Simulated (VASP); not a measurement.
CdS, 4 atoms in the cell. The structure is hexagonal, space group P6_3mc (No. 186). The conventional cell has a = 4.150 Å, b = 4.150 Å, c = 6.737 Å, α = 90.00°, β = 90.00°, γ = 120.00°. Within 3.3 Å of Cd (site symmetry 3m) lie 4 S at 2.53 to 2.54 Å. S (site symmetry 3m) has 4 Cd at 2.53 to 2.54 Å within 3.3 Å. 

```yaml
Program: VASP 6.6.1
Task: single point
Functional: pbe exchange, pbesol correlation
Potentials_or_basis: VASP PAW PBE potentials, release 64 (Cd, S)
Cutoff: 500 eV
k_mesh: 7 × 7 × 4
Occupations: tetrahedron
Spin: collinear spin
Starting_moments: "[0.5, -0.25, 0.0, 0.0] μB"
Dipole_correction: no
Further_INCAR_settings: ALGO = Normal; EDIFF = 1e-06; NBANDS = 30
```

Potentials or basis: VASP PAW PBE potentials, release 64 (Cd, S).

The run is started by

```console
$ cat potpaw_PBE.64/Cd/POTCAR potpaw_PBE.64/S/POTCAR > POTCAR
$ mpirun -np 1 vasp_std > vasp.out
```

Hardware: 1 thread of Intel(R) Xeon(R) Platinum 8375C CPU @ 2.90GHz (Ice Lake) (shared host).

Question: Estimate the wall time of this run.

Answer: It took 100 s on 1 thread of Intel(R) Xeon(R) Platinum 8375C CPU @ 2.90GHz (Ice Lake) (shared host), peak memory 0.29 GiB. Counts: scf iterations 14, k points 28.
